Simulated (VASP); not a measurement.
Set up this calculation in VASP 6.6.1, as the native input.

```
Task                   : single point
Functional             : PBE
Potentials or basis    : VASP PAW PBE potentials, release 64 (Fe)
Cutoff                 : 520 eV
k mesh                 : 7 × 10 × 12
Occupations            : fermi-dirac, width 0.05 eV
Spin                   : collinear spin, ferromagnetic start
Starting moments       : [4.0, 4.0] μB
Dipole correction      : no
Further INCAR settings : ALGO = Normal; EDIFF = 1e-07; NBANDS = 19; ISYM = 0
```

The structure of Fe lies in POSCAR:

```
Fe
1.0
   -1.8385000000     -1.8385000000     -3.6770000000
    1.8385000000     -1.8385000000      0.0000000000
   -1.8385000000     -1.8385000000      0.0000000000
Fe
2
Direct
    0.0000000000      0.0000000000      0.0000000000
    0.5000000000      0.5000000000      0.0000000000
```

The input as run:

INCAR

```
SYSTEM = Fe
PREC = Accurate ; ENCUT = 520
EDIFF = 1E-7 ; ISMEAR = -1
SIGMA = 0.05 ; LREAL = .FALSE.
LASPH = .TRUE. ; NELM = 150
ALGO = Normal ; ISIF = 2
LWAVE = .FALSE. ; LCHARG = .FALSE.
ISPIN = 2 ; MAGMOM = 4 4
LORBIT = 11 ; LMAXMIX = 4
GGA = PE ; NBANDS = 19
ISYM = 0
```

KPOINTS

```
Automatic mesh
0
G
  7 10 12
  0 0 0
```

Potentials or basis: VASP PAW PBE potentials, release 64 (Fe).

Command:

```bash
$ cat potpaw_PBE.64/Fe/POTCAR > POTCAR
$ mpirun -np 1 vasp_std > vasp.out
```

It gave:

* Pressure: -5.0 GPa
* Net moment: 5.25 μB per cell
* Site moments: Fe +2.63 μB
* Valence electrons inside the program's atomic spheres: Fe 7.10

Run time: 9.9 min on 1 thread of Oxide Virtual Turin-like Processor, on a shared host, peak memory 0.33 GiB.
